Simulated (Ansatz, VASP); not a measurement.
## One calculation of KTaO3, two programs

File INCAR:

```
SYSTEM = KTaO3
PREC = Accurate
ENCUT = 600
EDIFF = 1E-6
ISMEAR = 0
SIGMA = 0.01
LREAL = .False.
LASPH = .True.
NELM = 120
ALGO = Normal
ISIF = 2
LWAVE = .False.
LCHARG = .False.
GGA = PE
NBANDS = 28
GGA_COMPAT = .False.
```

File KPOINTS:

```
regular mesh
0
Gamma
  6 6 6
  0 0 0
```

The input POSCAR:

```
KTaO3
1.0
    3.9837285967      0.0000000000      0.0000000000
    0.0000000000      3.9837285967      0.0000000000
    0.0000000000      0.0000000000      3.9837285967
K Ta O
1 1 3
Direct
    0.5000000000      0.5000000000      0.5000000000
    0.0000000000      0.0000000000      0.0000000000
    0.5000000000      0.0000000000      0.0000000000
    0.0000000000      0.5000000000      0.0000000000
    0.0000000000      0.0000000000      0.5000000000
```

Input for Ansatz:

```yaml
crystal:
  lattice:
    - [3.9837285967, 0.0, 0.0]
    - [0.0, 3.9837285967, 0.0]
    - [0.0, 0.0, 3.9837285967]
  atoms:
    - { symbol: K, position: [0.5, 0.5, 0.5] }
    - { symbol: Ta, position: [0.0, 0.0, 0.0] }
    - { symbol: O, position: [0.5, 0.0, 0.0] }
    - { symbol: O, position: [0.0, 0.5, 0.0] }
    - { symbol: O, position: [0.0, 0.0, 0.5] }
kpoints:
  mp_grid: { grid: [6, 6, 6] }
hamiltonian:
  xc: pbe
scf:
  occupations: { method: fixed }
  n_extra_bands: 5
output:
  forces: true
  stress: true
  eigenvalues: true
```

Alike in both runs: task single point; functional PBE; k mesh 6 × 6 × 6; no spin polarisation.

```csv
,VASP,Ansatz
version,VASP 6.6.1,Ansatz 0.2.0
potentials or method,"VASP PAW PBE potentials, release 64 (K_sv, Ta_sv_GW, O)","plane waves, PAW"
plane-wave cutoff (eV),600,420
occupations,"gaussian, width 0.01 eV",fixed
valence electrons in the cell,40,40
```

|  | VASP | Ansatz | Ansatz less VASP |
| --- | --- | --- | --- |
| gap on the k mesh at the Fermi level (eV) | 2.22 | 2.23 | +0.012 |
| pressure (GPa) | 6.3 | 6.1 | -0.14 |

Spin-orbit coupling is off throughout.
